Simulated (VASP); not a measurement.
# MgB2: single point with r2SCAN

The system is MgB2.

```
Mg B
1.0
     3.01639    0.00000    0.00000
    -1.50819    2.61227    0.00000
     0.00000    0.00000    3.41843
Mg B
1 2
Direct
  0.00000 0.00000 0.00000
  0.33333 0.66667 0.50000
  0.66667 0.33333 0.50000
```

This cell differs from its parent crystal: volume scaled by 0.94, then relaxed in part.

| Property | Result |
| --- | --- |
| Program | VASP 6.6.1 |
| Task | single point |
| Functional | r2SCAN |
| Potentials or basis | VASP PAW PBE potentials, release 64 (Mg, B) |
| Cutoff | 520 eV |
| k mesh | 15 × 15 × 12 |
| Occupations | gaussian, width 0.1 eV |
| Spin | no spin polarisation |
| Dipole correction | no |
| Further INCAR settings | ALGO = Normal; EDIFF = 1e-06; NBANDS = 11 |

```yaml
Pressure: 9.9 GPa
Band_gap_on_the_k_mesh: zero (band 4 reaches 7.81 eV, above the bottom of band 5 at 3.57 eV)
```

Stress tensor (GPa, compression positive):
```
10.02  0.00  0.00
 0.00 10.02  0.00
 0.00  0.00  9.59
```

Levels at points of the mesh, in eV from the Fermi level:
```
           k point  band 1  band 2  band 3  band 4  band 5  band 6  band 7  band 8
(0.00, 0.00, 0.00)  -13.69   -3.20    0.40    0.40    2.30    6.87    6.87    9.19
(0.00, 0.00, 0.50)  -12.28   -8.10    0.85    0.85    7.16    7.16    8.95   11.45
```

Wall time 100 s on 1 thread of Intel(R) Xeon(R) Platinum 8488C (Sapphire Rapids) (shared host), peak memory 0.19 GiB.

Caveat: the PAW data sets were made with another functional, which shifts forces and pressure a little.
